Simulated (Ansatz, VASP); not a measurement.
**BAs: VASP beside Ansatz**

File POSCAR:

```
BAs
1.0
    2.9343700000      0.0000000000      0.0000000000
    0.0000000000      2.9343700000      0.0000000000
    0.0000000000      0.0000000000      2.9343700000
B As
1 1
Direct
    0.5000000000      0.5000000000      0.5000000000
    0.0000000000      0.0000000000      0.0000000000
```

File INCAR.step1:

```
ALGO = Normal ; EDIFF = 1E-5
ENCUT = 520 ; GGA = PE
ISIF = 2 ; ISMEAR = -1
LASPH = T ; LCHARG = F
LREAL = F ; LWAVE = T
NBANDS = 11 ; NELM = 80
PREC = Accurate ; SIGMA = 0.05
```

INCAR.step2

```
AEXX = 0.1 ; ALGO = Normal
EDIFF = 1E-6 ; ENCUT = 520
ISIF = 2 ; ISMEAR = -1
ISTART = 1 ; LASPH = T
LCHARG = F ; LHFCALC = T
LMIXTAU = T ; LREAL = F
LWAVE = F ; METAGGA = R2SCAN
NBANDS = 11 ; NELM = 80
PREC = Accurate ; PRECFOCK = Normal
SIGMA = 0.05
```

KPOINTS

```
k-points
0
Gamma
  5 5 5
```

File input:

```
crystal:
  lattice:
    - [2.93437, 0.0, 0.0]
    - [0.0, 2.93437, 0.0]
    - [0.0, 0.0, 2.93437]
  atoms:
    - { symbol: B, position: [0.5, 0.5, 0.5] }
    - { symbol: As, position: [0.0, 0.0, 0.0] }
hamiltonian:
  xc: r2scanh
  pseudopotentials: { kind: paw }
kpoints:
  mp_grid: { grid: [5, 5, 5] }
scf:
  occupations: { method: fermi_dirac, width: 0.05 }
output:
  forces: true
  stress: true
  eigenvalues: true
  write_density: true
  write_potential: true
  elf: true
  volumetric_format: npy
```

Alike in both runs: task single point; functional r2SCANh; k mesh 5 × 5 × 5; occupations fermi-dirac, width 0.05 eV; no spin polarisation.

|  | VASP | Ansatz |
| --- | --- | --- |
| version | VASP 6.6.1 | Ansatz 0.2.0 |
| potentials or method | VASP PAW PBE potentials, release 64 (B, As) | Ansatz PAW |
| plane-wave cutoff (eV) | 520 | 500 |
| valence electrons in the cell | 8 | 18 |

|  | VASP | Ansatz | Ansatz less VASP |
| --- | --- | --- | --- |
| gap on the k mesh at the Fermi level (eV) | none | none | - |
| pressure (GPa) | -5.3 | -5.0 | +0.27 |

VASP's potentials were made for PBE, not for r2SCANh. A gap of «none» marks a metal or a gap that the smearing closes. With one functional, cell and mesh, what is left measures potentials, basis and numerics. VASP's potentials hold 8 valence electrons a cell and Ansatz's 18, so a difference there can come from the potentials and not from the codes.

The k mesh is coarse, so the values compare programs but aren't converged.
